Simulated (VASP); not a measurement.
# AlN (P6_3mc) in VASP: a series of runs

AlN is run at these levels: BLYP, SVWN5, RPBE, PBEsol+D3(BJ); tasks: single point, relaxation of cell and atoms.

Everything below comes from runs of VASP 6.6.1. Logs are shortened: lines on timing, memory, paths and dates and some standing lists are left out, and cuts for length are marked.

**Measured values to compare with.**

From “Structural and optical properties of self-assembled AlN nanowires grown on SiO2/Si substrates by molecular beam epitaxy”, 2024, arxiv:2402.00216, for a bulk crystal of AlN at 0 K: band gap 6.0343 eV (an exciton energy, a little under the gap).

How close the calculation comes is told below.

### Step 1. The cell of the first run

It takes space group P6_3mc (No. 186, hexagonal). Conventional cell: a = 3.174 Å, b = 3.174 Å, c = 5.079 Å, α = 90.00°, β = 90.00°, γ = 120.00°. Al (site symmetry 3m) has 4 N at 1.93 Å within 2.6 Å. Within 2.6 Å of N (site symmetry 3m) lie 4 Al at 1.93 Å.

### Step 2. Single point, BLYP

INCAR reads:

```
  PREC = Accurate
  ENCUT = 520
  EDIFF = 1E-6
  ISMEAR = -1
  SIGMA = 0.05
  LREAL = False
  LASPH = True
  NELM = 80
  ALGO = Normal
  ISIF = 2
  LWAVE = False
  LCHARG = True
  GGA = B5
  ALDAX = 1.0
  AGGAX = 1.0
  AGGAC = 1.0
  ALDAC = 0.0
  LELF = True
  LVHAR = True
  NBANDS = 16
```

KPOINTS reads:

```
regular mesh
0
Gamma
  10 10 6
```

POSCAR reads:

```
AlN
1.0
    3.1740547162      0.0000000000      0.0000000000
   -1.5870273581      2.7488120173      0.0000000000
    0.0000000000      0.0000000000      5.0786914685
Al N
2 2
Direct
    0.6666666667      0.3333333333      0.5000000000
    0.3333333333      0.6666666667      0.0000000000
    0.6666666667      0.3333333333      0.8800000000
    0.3333333333      0.6666666667      0.3800000000
```

Potentials or basis: VASP PAW PBE potentials, release 64 (Al, N).

Run with:

```console
> cat potpaw_PBE.64/Al/POTCAR potpaw_PBE.64/N/POTCAR > POTCAR
> mpirun -np 1 vasp_std > vasp.out
```

OUTCAR:

```text
PREC = Accurate
   ENCUT = 520
   EDIFF = 1E-6
   ISMEAR = -1
   LREAL = False
   LASPH = True
   NELM = 80
   ISIF = 2
   GGA = B5

 ion  position               nearest neighbor table
   1  0.667  0.333  0.500-   3 1.93   4 1.93   4 1.93   4 1.93   2 3.13   2 3.13   2 3.13   2 3.13
                             2 3.13   2 3.13
   2  0.333  0.667  0.000-   4 1.93   3 1.93   3 1.93   3 1.93   1 3.13   1 3.13   1 3.13   1 3.13
                             1 3.13   1 3.13
   3  0.667  0.333  0.880-   1 1.93   2 1.93   2 1.93   2 1.93
   4  0.333  0.667  0.380-   2 1.93   1 1.93   1 1.93   1 1.93

  LATTYP: Found a hexagonal cell.
 ALAT       =     3.1740547162
 C/A-ratio  =     1.6000642467

  Lattice vectors:

 A1 = (   3.1740547162,   0.0000000000,   0.0000000000)
 A2 = (  -1.5870273581,   2.7488120173,   0.0000000000)
 A3 = (   0.0000000000,   0.0000000000,   5.0786914685)

Analysis of symmetry for initial positions (statically):
=====================================================================
 Subroutine PRICEL returns:
 Original cell was already a primitive cell.

 Routine SETGRP: Setting up the symmetry group for a
 hexagonal supercell.

 Subroutine GETGRP returns: Found 12 space group operations
 (whereof  6 operations were pure point group operations)
 out of a pool of 24 trial point group operations.

The static configuration has the point symmetry C_3v.
 The point group associated with its full space group is C_6v.

Analysis of symmetry for dynamics (positions and initial velocities):
=====================================================================
 Subroutine PRICEL returns:
 Original cell was already a primitive cell.

 Routine SETGRP: Setting up the symmetry group for a
 hexagonal supercell.

 Subroutine GETGRP returns: Found 12 space group operations
 (whereof  6 operations were pure point group operations)
 out of a pool of 24 trial point group operations.

The dynamic configuration has the point symmetry C_3v.
 The point group associated with its full space group is C_6v.

 Subroutine INISYM returns: Found 12 space group operations
 (whereof  6 operations are pure point group operations),
 and found     1 'primitive' translations

----------------------------------------------------------------------------------------

                                     Primitive cell

  volume of cell :      44.3110

  direct lattice vectors                    reciprocal lattice vectors
     3.174054716  0.000000000  0.000000000     0.315054430  0.181896760  0.000000000
    -1.587027358  2.748812017  0.000000000     0.000000000  0.363793520  0.000000000
     0.000000000  0.000000000  5.078691468     0.000000000  0.000000000  0.196901112

  length of vectors
     3.174054716  3.174054716  5.078691468     0.363793520  0.363793520  0.196901112

  position of ions in fractional coordinates (direct lattice)
     0.666666667  0.333333333  0.500000000
     0.333333333  0.666666667  0.000000000
     0.666666667  0.333333333  0.880000000
     0.333333333  0.666666667  0.380000000

  ion indices of the primitive-cell ions
   primitive index   ion index
                 1           1
                 2           2
                 3           3
                 4           4

----------------------------------------------------------------------------------------

 KPOINTS: regular mesh

Automatic generation of k-mesh.
 Grid dimensions read from file:
 generate k-points for:   10   10    6

 Generating k-lattice:

  Cartesian coordinates                     Fractional coordinates (reciprocal lattice)
     0.031505443  0.018189676  0.000000000     0.100000000  0.000000000  0.000000000
     0.000000000  0.036379352  0.000000000     0.000000000  0.100000000  0.000000000
     0.000000000  0.000000000  0.032816852     0.000000000  0.000000000  0.166666667

  Length of vectors
     0.036379352  0.036379352  0.032816852

  Shift w.r.t. Gamma in fractional coordinates (k-lattice)
     0.000000000  0.000000000  0.000000000

 Subroutine IBZKPT returns following result:
 ===========================================

 Found     56 irreducible k-points:

 Following reciprocal coordinates:
            Coordinates               Weight
  0.000000  0.000000  0.000000      1.000000
  0.100000 -0.000000  0.000000      6.000000
  0.200000 -0.000000  0.000000      6.000000
  0.300000  0.000000  0.000000      6.000000
  0.400000  0.000000  0.000000      6.000000
  0.500000  0.000000  0.000000      3.000000
[... 16 lines left out ...]
  0.300000  0.100000  0.166667     24.000000
  0.400000  0.100000  0.166667     24.000000
 [... further k-points ...]
   k-points           NKPTS =     56   k-points in BZ     NKDIM =     56   number of bands    NBANDS=     16
   number of dos      NEDOS =    301   number of ions     NIONS =      4
   total plane-waves  NPLWV =  23040
   dimension x,y,z NGX =    24 NGY =   24 NGZ =   40
   dimension x,y,z NGXF=    48 NGYF=   48 NGZF=   80
   ions per type =               2   2
   NGX,Y,Z   is equivalent  to a cutoff of  12.57, 12.57, 13.09 a.u.
   NGXF,Y,Z  is equivalent  to a cutoff of  25.14, 25.14, 26.19 a.u.
 SYSTEM =  unknown system
   PREC   = accura    normal or accurate (medium, high low for compatibility)
   ISTART =      0    job   : 0-new  1-cont  2-samecut
   ICHARG =      2    charge: 1-file 2-atom 10-const
   ISPIN  =      1    spin polarized calculation?
   LNONCOLLINEAR =      F non collinear calculations
   LSORBIT =      F    spin-orbit coupling
   LASPH  =      T    aspherical Exc in radial PAW
   ENCUT  =  520.0 eV  38.22 Ry    6.18 a.u.   5.90  5.90  9.44*2*pi/ulx,y,z
   NELM   =     80;   NELMIN=  2; NELMDL= -5     # of ELM steps
   EDIFF  = 0.1E-05   stopping-criterion for ELM
   LREAL  =      F    real-space projection
   EDIFFG = 0.1E-04   stopping-criterion for IOM
   NSW    =      0    number of steps for IOM
   IBRION =     -1    ionic relax: 0-MD 1-quasi-New 2-CG
   NFREE  =      0    steps in history (QN), initial steepest desc. (CG)
   ISIF   =      2    stress and relaxation
   ISYM   =      2    0-nonsym 1-usesym 2-fastsym
   POTIM  = 0.5000    time-step for ionic-motion
   TEBEG  =    0.0;   TEEND  =   0.0 temperature during run
   PSTRESS=    0.0 pullay stress
   NELECT =      16.0000    total number of electrons
   NUPDOWN=      -1.0000    fix difference up-down
   EMIN   =  10.00;   EMAX   =-10.00  energy-range for DOS
   EFERMI =   0.00;   METHOD = LEGACY
   ISMEAR =    -1;   SIGMA  =   0.05  broadening in eV -4-tet -1-fermi 0-gaus
   EFERMI_NEDOS =   21; number of points for ismear=-14 and -15
   IALGO  =     38    algorithm
   IMIX   =      4    mixing-type and parameters
     AMIX     =   0.40;   BMIX     =  1.00
     AMIX_MAG =   1.60;   BMIX_MAG =  1.00
  volume/ion in A,a.u.               =      11.08        74.76
  Fermi-wavevector in a.u.,A,eV,Ry     =   1.165765  2.202977 18.490431  1.359008
  Thomas-Fermi vector in A             =   2.302287
   LORBIT       =      0    0 simple, 1 ext, 2 COOP (PROOUT), +10 PAW based schemes
   GGA     = B5    functional components
   LHFCALC =     F    Hartree Fock is set to
   AEXX    =    0.0000 exact exchange contribution
   IVDW    =     0    specifies the selected vdW correction
   LEPSILON=     F    determine dielectric tensor
   LRPA    =     F    only Hartree local field effects (RPA)
 non-spin polarized calculation
  energy-cutoff  :      520.00
  volume of cell :       44.31
 maximum number of plane-waves:      1208
 NGX is ok and might be reduce to    24
   NGX = 11   NGY = 11   NGZ = 19

 number of electron      16.0000002 magnetization

 Free energy of the ion-electron system (eV)
  ---------------------------------------------------
  ext. energy  EPLUGINS =         0.00000000
  ---------------------------------------------------
  free energy    TOTEN  =       -27.86884902 eV

  energy without entropy =      -27.86884902  energy(sigma->0) =      -27.86884902

 E-fermi :   6.9045     XC(G=0): -10.0349

 val. band max:        5.9708322628   @ k =   0.0000   0.0000   0.0000
 cond. band min:       9.9549845153   @ k =   0.0000   0.0000   0.0000
 fundamental gap:      3.9841522525
 Fermi energy:         6.9045355738

 k-point     1 :       0.0000    0.0000    0.0000
  band No.  band energies     occupation
      1      -8.7451      2.00000
      2      -6.8013      2.00000
      3       0.3791      2.00000
      4       5.1764      2.00000
      5       5.1764      2.00000
      6       5.8068      2.00000
[... 8 lines left out ...]
     15      18.6327      0.00000
     16      18.6327      0.00000

 k-point     2 :       0.1000   -0.0000    0.0000
  band No.  band energies     occupation
      1      -8.6280      2.00000
      2      -6.7363      2.00000
      3       0.5203      2.00000
      4       4.6302      2.00000
      5       5.0251      2.00000
      6       5.2564      2.00000
[... 8 lines left out ...]
     15      18.6559      0.00000
     16      18.7267      0.00000

 k-point     3 :       0.2000   -0.0000    0.0000
  band No.  band energies     occupation
      1      -8.2928      2.00000
      2      -6.5676      2.00000
      3       0.9319      2.00000
      4       3.4033      2.00000
      5       4.1928      2.00000
      6       4.6924      2.00000
[... 8 lines left out ...]
     15      17.7938      0.00000
     16      18.5298      0.00000

 k-point     4 :       0.3000    0.0000    0.0000
  band No.  band energies     occupation
      1      -7.7954      2.00000
      2      -6.3781      2.00000
      3       1.5603      2.00000
      4       2.1455      2.00000
      5       3.1347      2.00000
      6       4.3505      2.00000
[... 8 lines left out ...]
     15      17.5724      0.00000
     16      19.5224      0.00000

 k-point     5 :       0.4000    0.0000    0.0000
  band No.  band energies     occupation
      1      -7.2583      2.00000
      2      -6.2952      2.00000
      3       1.2005      2.00000
      4       2.2574      2.00000
      5       2.4384      2.00000
      6       4.1080      2.00000
[... 8 lines left out ...]
     15      18.2042      0.00000
     16      20.5076      0.00000

 k-point     6 :       0.5000    0.0000    0.0000
  band No.  band energies     occupation
      1      -6.9675      2.00000
      2      -6.3313      2.00000
      3       0.8708      2.00000
      4       2.0304      2.00000
      5       2.8371      2.00000
      6       4.0215      2.00000
[... 8 lines left out ...]
     15      18.5893      0.00000
     16      20.5484      0.00000
[... 267 lines left out ...]
 k-point    21 :       0.1000    0.1000    0.1667
  band No.  band energies     occupation
      1      -8.3088      2.00000
      2      -6.7793      2.00000
      3       1.0614      2.00000
      4       4.0338      2.00000
      5       4.0422      2.00000
      6       4.8977      2.00000
[... 8 lines left out ...]
     15      18.0258      0.00000
     16      18.8911      0.00000

 k-point    22 :       0.2000    0.1000    0.1667
  band No.  band energies     occupation
      1      -7.8986      2.00000
      2      -6.5678      2.00000
      3       1.4151      2.00000
      4       2.8848      2.00000
      5       3.2998      2.00000
      6       4.4280      2.00000
[... 8 lines left out ...]
     15      17.9218      0.00000
     16      19.2982      0.00000

 k-point    23 :       0.3000    0.1000    0.1667
  band No.  band energies     occupation
      1      -7.3859      2.00000
      2      -6.3854      2.00000
      3       1.3683      2.00000
      4       2.1579      2.00000
      5       2.8834      2.00000
      6       3.9895      2.00000
[... 8 lines left out ...]
     15      17.9583      0.00000
     16      19.8932      0.00000

 k-point    24 :       0.4000    0.1000    0.1667
  band No.  band energies     occupation
      1      -6.9474      2.00000
      2      -6.3481      2.00000
      3       0.9082      2.00000
      4       1.8205      2.00000
      5       3.1124      2.00000
      6       3.8301      2.00000
[... 8 lines left out ...]
     15      18.3188      0.00000
     16      20.3136      0.00000

 [... further k-points ...]

------------------------ aborting loop because EDIFF is reached ----------------------------------------

  FORCE on cell =-STRESS in cart. coord.  units (eV):
  Direction    XX          YY          ZZ          XY          YZ          ZX
  --------------------------------------------------------------------------------------
  -------------------------------------------------------------------------------------
  Total       -1.3452134     -1.3452134     -0.6900209      0.0000000      0.0000000      0.0000000
  in kB      -48.6396566    -48.6396566    -24.9494817      0.0000000      0.0000000      0.0000000
  external PRESSURE =     -40.7429316 kB  Pullay stress =       0.0000000 kB

 VOLUME and BASIS-vectors are now :
 -----------------------------------------------------------------------------
  energy-cutoff  :      520.00
  volume of cell :       44.31
      direct lattice vectors                 reciprocal lattice vectors
     3.174054716  0.000000000  0.000000000     0.315054430  0.181896760  0.000000000
    -1.587027358  2.748812017  0.000000000     0.000000000  0.363793520  0.000000000
     0.000000000  0.000000000  5.078691468     0.000000000  0.000000000  0.196901112

 POSITION                                       TOTAL-FORCE (eV/Angst)
 -----------------------------------------------------------------------------------
      1.58703      0.91627      2.53935         0.000000      0.000000     -0.073437
     -0.00000      1.83254      0.00000        -0.000000     -0.000000     -0.073437
      1.58703      0.91627      4.46925         0.000000      0.000000      0.073437
     -0.00000      1.83254      1.92990        -0.000000     -0.000000      0.073437
 -----------------------------------------------------------------------------------
    total drift:                               -0.000000      0.000000      0.000177

  FREE ENERGIE OF THE ION-ELECTRON SYSTEM (eV)
  ---------------------------------------------------
  free  energy   TOTEN  =       -27.8688490183 eV

  energy  without entropy=      -27.8688490182  energy(sigma->0) =      -27.86884902
```

Wall time 18 s (1 thread of Intel Xeon 6975P-C (Granite Rapids), shared host); peak memory 0.17 GiB.

What came out:

- Free energy: -27.8688 eV
- Pressure: -4.1 GPa
- Largest force: 0.073 eV/Å
- Band gap on the k mesh: 3.98 eV, direct

Forces on the atoms (eV/Å):
```
Al   0.000  0.000 -0.073
Al   0.000  0.000 -0.073
N    0.000  0.000  0.073
N    0.000  0.000  0.073
```

Stress tensor (GPa, compression positive):
```
-4.86  0.00  0.00
 0.00 -4.86  0.00
 0.00  0.00 -2.49
```

Caveat: the PAW data sets were made with another functional, which shifts forces and pressure a little.

[end of part 1 of 2]
